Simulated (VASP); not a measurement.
# Ir (P6_3/mmc) in VASP: further runs

Ir is run at these levels: PBE; tasks: single point.

Everything below comes from runs of VASP 6.6.1. Logs are shortened: lines on timing, memory, paths and dates and some standing lists are left out, and cuts for length are marked.

## 1. The cell of the first run

It takes space group P6_3/mmc (No. 194, hexagonal). Conventional cell: a = 2.739 Å, b = 2.739 Å, c = 8.950 Å, α = 90.00°, β = 90.00°, γ = 120.00°. Ir (site symmetry -3m) has 12 Ir at 2.74 Å within 3.6 Å. Within 3.6 Å of Ir (site symmetry -6m2) lie 12 Ir at 2.74 Å.

## 2. Single point, PBE

Input file INCAR:

```
PREC     = Accurate       # precision mode
ENCUT    = 520            # plane-wave cutoff, eV
EDIFF    = 1E-6           # SCF threshold, eV
ISMEAR   = -1             # smearing method
SIGMA    = 0.1            # smearing width, eV
LREAL    = F              # projectors in reciprocal space
LASPH    = T              # aspherical terms in the spheres
NELM     = 80             # most SCF steps
ALGO     = Normal         # electronic algorithm
ISIF     = 2              # what is computed and relaxed
LWAVE    = F              # write WAVECAR
LCHARG   = T              # write CHGCAR
GGA      = PE             # functional
LELF     = T              # ELF
LVHAR    = T            
NBANDS   = 26             # bands
```

Input file KPOINTS:

```
regular mesh
0
Gamma
  13 13 4
```

Input file POSCAR:

```
Ir
1.0
    2.7394554273      0.0000000000      0.0000000000
   -1.3697277137      2.3724379926      0.0000000000
    0.0000000000      0.0000000000      8.9495605067
Ir
4
Direct
    1.0000000000      1.0000000000      0.0000000000
    1.0000000000      1.0000000000      0.5000000000
    0.3333333333      0.6666666667      0.2500000000
    0.6666666667      0.3333333333      0.7500000000
```

Potentials or basis: VASP PAW PBE potentials, release 64 (Ir).

Launch:

```sh
$ cat potpaw_PBE.64/Ir/POTCAR > POTCAR
$ mpirun -np 1 vasp_std > vasp.out
```

OUTCAR:

```text
PREC = Accurate
   ENCUT = 520
   EDIFF = 1E-6
   ISMEAR = -1
   LREAL = F
   LASPH = T
   NELM = 80
   ISIF = 2
   GGA = PE

 ion  position               nearest neighbor table
   1  0.000  0.000  0.000-   3 2.74   4 2.74   4 2.74   3 2.74   4 2.74   3 2.74
   2  0.000  0.000  0.500-   3 2.74   4 2.74   4 2.74   3 2.74   4 2.74   3 2.74
   3  0.333  0.667  0.250-   1 2.74   2 2.74   1 2.74   2 2.74   1 2.74   2 2.74
   4  0.667  0.333  0.750-   1 2.74   2 2.74   1 2.74   2 2.74   1 2.74   2 2.74

  LATTYP: Found a hexagonal cell.
 ALAT       =     2.7394554273
 C/A-ratio  =     3.2669122547

  Lattice vectors:

 A1 = (   2.7394554273,   0.0000000000,   0.0000000000)
 A2 = (  -1.3697277137,   2.3724379926,   0.0000000000)
 A3 = (   0.0000000000,   0.0000000000,   8.9495605067)

Analysis of symmetry for initial positions (statically):
=====================================================================
 Subroutine PRICEL returns:
 Original cell was already a primitive cell.

 Routine SETGRP: Setting up the symmetry group for a
 hexagonal supercell.

 Subroutine GETGRP returns: Found 24 space group operations
 (whereof 12 operations were pure point group operations)
 out of a pool of 24 trial point group operations.

The static configuration has the point symmetry D_3d.
 The point group associated with its full space group is D_6h.

Analysis of symmetry for dynamics (positions and initial velocities):
=====================================================================
 Subroutine PRICEL returns:
 Original cell was already a primitive cell.

 Routine SETGRP: Setting up the symmetry group for a
 hexagonal supercell.

 Subroutine GETGRP returns: Found 24 space group operations
 (whereof 12 operations were pure point group operations)
 out of a pool of 24 trial point group operations.

The dynamic configuration has the point symmetry D_3d.
 The point group associated with its full space group is D_6h.

 Subroutine INISYM returns: Found 24 space group operations
 (whereof 12 operations are pure point group operations),
 and found     1 'primitive' translations

----------------------------------------------------------------------------------------

                                     Primitive cell

  volume of cell :      58.1649

  direct lattice vectors                    reciprocal lattice vectors
[... 83 lines left out ...]
   ISTART =      0    job   : 0-new  1-cont  2-samecut
   ICHARG =      2    charge: 1-file 2-atom 10-const
   ISPIN  =      1    spin polarized calculation?
   LNONCOLLINEAR =      F non collinear calculations
   LSORBIT =      F    spin-orbit coupling
   LASPH  =      T    aspherical Exc in radial PAW
   ENCUT  =  520.0 eV  38.22 Ry    6.18 a.u.   5.09  5.09 16.64*2*pi/ulx,y,z
   NELM   =     80;   NELMIN=  2; NELMDL= -5     # of ELM steps
   EDIFF  = 0.1E-05   stopping-criterion for ELM
   LREAL  =      F    real-space projection
   EDIFFG = 0.1E-04   stopping-criterion for IOM
   NSW    =      0    number of steps for IOM
   IBRION =     -1    ionic relax: 0-MD 1-quasi-New 2-CG
   NFREE  =      0    steps in history (QN), initial steepest desc. (CG)
   ISIF   =      2    stress and relaxation
   ISYM   =      2    0-nonsym 1-usesym 2-fastsym
   POTIM  = 0.5000    time-step for ionic-motion
   TEBEG  =    0.0;   TEEND  =   0.0 temperature during run
   PSTRESS=    0.0 pullay stress
   NELECT =      36.0000    total number of electrons
   NUPDOWN=      -1.0000    fix difference up-down
   EMIN   =  10.00;   EMAX   =-10.00  energy-range for DOS
   EFERMI =   0.00;   METHOD = LEGACY
   ISMEAR =    -1;   SIGMA  =   0.10  broadening in eV -4-tet -1-fermi 0-gaus
   EFERMI_NEDOS =   21; number of points for ismear=-14 and -15
   IALGO  =     38    algorithm
   IMIX   =      4    mixing-type and parameters
     AMIX     =   0.40;   BMIX     =  1.00
     AMIX_MAG =   1.60;   BMIX_MAG =  1.00
  volume/ion in A,a.u.               =      14.54        98.13
  Fermi-wavevector in a.u.,A,eV,Ry     =   1.395154  2.636458 26.483113  1.946454
  Thomas-Fermi vector in A             =   2.518633
   LORBIT       =      0    0 simple, 1 ext, 2 COOP (PROOUT), +10 PAW based schemes
   GGA     = PE    functional components
   LHFCALC =     F    Hartree Fock is set to
   AEXX    =    0.0000 exact exchange contribution
   IVDW    =     0    specifies the selected vdW correction
   LEPSILON=     F    determine dielectric tensor
   LRPA    =     F    only Hartree local field effects (RPA)
 non-spin polarized calculation
  energy-cutoff  :      520.00
  volume of cell :       58.16
 maximum number of plane-waves:      1584
   NGX = 11   NGY = 11   NGZ = 33

 number of electron      36.0000001 magnetization

 Free energy of the ion-electron system (eV)
  ---------------------------------------------------
  ext. energy  EPLUGINS =         0.00000000
  ---------------------------------------------------
  free energy    TOTEN  =       -35.32926037 eV

  energy without entropy =      -35.18611299  energy(sigma->0) =      -35.25768668

 E-fermi :   9.9754     XC(G=0): -13.8246

 val. band max:        9.9654632337   @ k =   0.3846   0.1538   0.0000
 cond. band min:       9.9897715710   @ k =   0.3846   0.2308   0.2500
 fundamental gap:      0.0243083374
 Fermi energy:         9.9754267435

 k-point     1 :       0.0000    0.0000    0.0000
  band No.  band energies     occupation
      1      -0.8903      2.00000
      2       1.2595      2.00000
      3       1.2854      2.00000
      4       2.1202      2.00000
      5       5.7203      2.00000
      6       5.7596      2.00000
[... 685 lines left out ...]
     25      17.6830      0.00000
     26      22.0967      0.00000

 [... further k-points ...]
[... 5 lines left out ...]
  --------------------------------------------------------------------------------------
  -------------------------------------------------------------------------------------
  Total        0.1644635      0.1644635      0.1650790     -0.0000000      0.0000000     -0.0000000
  in kB        4.5302192      4.5302192      4.5471733     -0.0000000      0.0000000     -0.0000000
  external PRESSURE =       4.5358706 kB  Pullay stress =       0.0000000 kB

 VOLUME and BASIS-vectors are now :
 -----------------------------------------------------------------------------
  energy-cutoff  :      520.00
  volume of cell :       58.16
      direct lattice vectors                 reciprocal lattice vectors
     2.739455427  0.000000000  0.000000000     0.365036054  0.210753664  0.000000000
    -1.369727714  2.372437993  0.000000000     0.000000000  0.421507328  0.000000000
     0.000000000  0.000000000  8.949560507     0.000000000  0.000000000  0.111737330

 POSITION                                       TOTAL-FORCE (eV/Angst)
 -----------------------------------------------------------------------------------
      0.00000      0.00000      0.00000        -0.000000      0.000000     -0.000000
      0.00000      0.00000      4.47478        -0.000000      0.000000     -0.000000
     -0.00000      1.58163      2.23739         0.000000     -0.000000      0.000000
      1.36973      0.79081      6.71217         0.000000      0.000000     -0.000000
 -----------------------------------------------------------------------------------
    total drift:                                0.000000     -0.000000      0.000000

  FREE ENERGIE OF THE ION-ELECTRON SYSTEM (eV)
  ---------------------------------------------------
  free  energy   TOTEN  =       -35.3292603708 eV

  energy  without entropy=      -35.1861129948  energy(sigma->0) =      -35.25768668
```

OSZICAR:

```text
N       E                     dE             d eps       ncg     rms          rms(c)
DAV:   1     0.372732971519E+03    0.37273E+03   -0.16108E+04  3276   0.138E+03
DAV:   2    -0.185239567268E+02   -0.39126E+03   -0.36854E+03  3314   0.418E+02
DAV:   3    -0.370675621418E+02   -0.18544E+02   -0.17243E+02  3812   0.997E+01
DAV:   4    -0.375599376031E+02   -0.49238E+00   -0.48699E+00  3698   0.153E+01
DAV:   5    -0.375697952940E+02   -0.98577E-02   -0.98513E-02  3670   0.203E+00    0.287E+01
DAV:   6    -0.356833974878E+02    0.18864E+01   -0.30318E+00  3550   0.174E+01    0.117E+01
DAV:   7    -0.353566344939E+02    0.32676E+00   -0.10059E+00  3862   0.956E+00    0.291E+00
DAV:   8    -0.353432459574E+02    0.13389E-01   -0.55605E-02  4384   0.284E+00    0.197E+00
DAV:   9    -0.353344950422E+02    0.87509E-02   -0.37131E-02  3680   0.223E+00    0.147E+00
DAV:  10    -0.353292141538E+02    0.52809E-02   -0.81226E-03  3698   0.121E+00    0.464E-02
DAV:  11    -0.353292474478E+02   -0.33294E-04   -0.27292E-04  3570   0.126E-01    0.306E-02
DAV:  12    -0.353292617530E+02   -0.14305E-04   -0.53154E-05  3672   0.759E-02    0.171E-02
DAV:  13    -0.353292600645E+02    0.16885E-05   -0.15140E-05  3542   0.379E-02    0.401E-03
DAV:  14    -0.353292603708E+02   -0.30634E-06   -0.41221E-07  1766   0.597E-03
   1 F= -.35329260E+02 E0= -.35257687E+02  d E =-.143147E+00
```

Wall time 1.9 min (1 thread of Intel Xeon 8259CL, shared host); peak memory 0.22 GiB.

What came out:

| Quantity | Value |
| --- | --- |
| Free energy | -35.3293 eV |
| Pressure | 0.5 GPa |
| Band gap on the k mesh | zero (band 18 reaches 10.88 eV, above the bottom of band 19 at 8.47 eV) |

Caveat: spin-orbit coupling is left out, which moves the levels of the heavy elements.

## 3. Single point, PBE (volume scaled by 0.88)

Input file INCAR:

```
ALGO = Normal
EDIFF = 1E-6
ENCUT = 520
GGA = PE
ISIF = 2
ISMEAR = -1
LASPH = T
LCHARG = F
LREAL = F
LWAVE = F
NBANDS = 26
NELM = 60
PREC = Accurate
SIGMA = 0.1
```

Input file KPOINTS:

```
k-points
0
Gamma
  15 15 4
```

Input file POSCAR:

```
Ir
1.0
    2.6251762264      0.0000000000      0.0000000000
   -1.3125881132      2.2734693015      0.0000000000
    0.0000000000      0.0000000000      8.5762203848
Ir
4
Direct
    1.0000000000      1.0000000000      0.0000000000
    1.0000000000      1.0000000000      0.5000000000
    0.3333333333      0.6666666667      0.2500000000
    0.6666666667      0.3333333333      0.7500000000
```

Potentials or basis: VASP PAW PBE potentials, release 64 (Ir).

Launch:

```sh
$ cat potpaw_PBE.64/Ir/POTCAR > POTCAR
$ mpirun -np 1 vasp_std > vasp.out
```

It took 2 min on 1 thread of Intel Xeon 8259CL, shared host; peak memory 0.22 GiB.

It converged, with:

```
Free energy            : -34.1403 eV
Pressure               : 62.1 GPa
Band gap on the k mesh : zero (band 18 reaches 13.47 eV, above the bottom of band 19 at 10.46 eV)
```

Stress tensor (GPa, compression positive):
```
61.92  0.00  0.00
 0.00 61.92  0.00
 0.00  0.00 62.42
```

Levels at points of the mesh, in eV from the Fermi level:
```
           k point  band 15  band 16  band 17  band 18  band 19  band 20  band 21  band 22
(0.00, 0.00, 0.00)    -3.88    -2.10    -2.10    -1.23    -1.23    -1.04    -0.39    -0.39
(0.00, 0.00, 0.50)    -3.10    -3.10    -1.62    -1.62    -1.62    -1.62     0.25     0.25
```

Caveat: spin-orbit coupling is left out, which moves the levels of the heavy elements.
